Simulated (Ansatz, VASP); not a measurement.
**One calculation of Be, two programs**

The input INCAR:

```
SYSTEM = Be
PREC     = Accurate       ! precision mode
ENCUT    = 520            ! plane-wave cutoff, eV
EDIFF    = 1E-7           ! SCF threshold, eV
ISMEAR   = -1             ! smearing method
SIGMA    = 0.03           ! smearing width, eV
LREAL    = .FALSE.        ! projectors in reciprocal space
LASPH    = .TRUE.         ! aspherical terms in the spheres
NELM     = 80             ! most SCF steps
ALGO     = Normal         ! electronic algorithm
ISIF     = 2              ! what is computed and relaxed
LWAVE    = .FALSE.        ! write WAVECAR
LCHARG   = .FALSE.        ! write CHGCAR
GGA      = PE             ! functional
NBANDS   = 7              ! bands
```

KPOINTS

```
regular mesh
0
G
  23 23 23
  0 0 0
```

POSCAR

```
Be
1.0
   -1.2907145798      1.2531209513      1.2531209513
    1.2531209513     -1.2907145798      1.2531209513
    1.2531209513      1.2531209513     -1.2907145798
Be
1
Direct
    0.0000000000      0.0000000000      0.0000000000
```

Input for Ansatz:

```yaml
crystal:
  lattice:
    - [-1.2907145798, 1.2531209513, 1.2531209513]
    - [1.2531209513, -1.2907145798, 1.2531209513]
    - [1.2531209513, 1.2531209513, -1.2907145798]
  atoms:
    - { symbol: Be, position: [0.0, 0.0, 0.0] }
kpoints:
  mp_grid: { grid: [23, 23, 23] }
  band_path:
    path:
      - [0.0, 0.0, 0.0]
      - [0.0, 0.0, 0.5]
      - [-0.5, 0.5, 0.5]
      - [-0.7572253634, 0.2427746366, 0.2427746366]
      - [0.2427746366, 0.2427746366, 0.2427746366]
      - [0.0, 0.0, 0.0]
      - [-0.5, 0.0, 0.5]
    npoints: 5
scf:
  occupations: { method: fermi_dirac, width: 0.03 }
hamiltonian:
  xc: pbe
  pseudopotentials: { kind: all_electron, lapw: { basis_error: 0.00025 } }
output:
  forces: true
  stress: true
  eigenvalues: true
```

Change from the starting cell: equal xy, yz and zx shear strains of -3 %.

Alike in both runs: task single point; functional PBE; k mesh 23 × 23 × 23; occupations fermi-dirac, width 0.03 eV; no spin polarisation.

```csv
,VASP,Ansatz
version,VASP 6.6.1,Ansatz 0.2.0
potentials or method,"VASP PAW PBE potentials, release 64 (Be), cutoff 520 eV","all-electron LAPW, scalar-relativistic"
```

Ansatz gave:

| Property | Result |
| --- | --- |
| pressure (GPa) | -0.3 |
| traceless stress, the component that is largest in VASP (GPa) | 6.45 |

Estimate VASP's values.

pressure (GPa): -0.1; traceless stress, the component that is largest in VASP (GPa): 6.46.

Ansatz ran all-electron here, and VASP with PAW potentials.
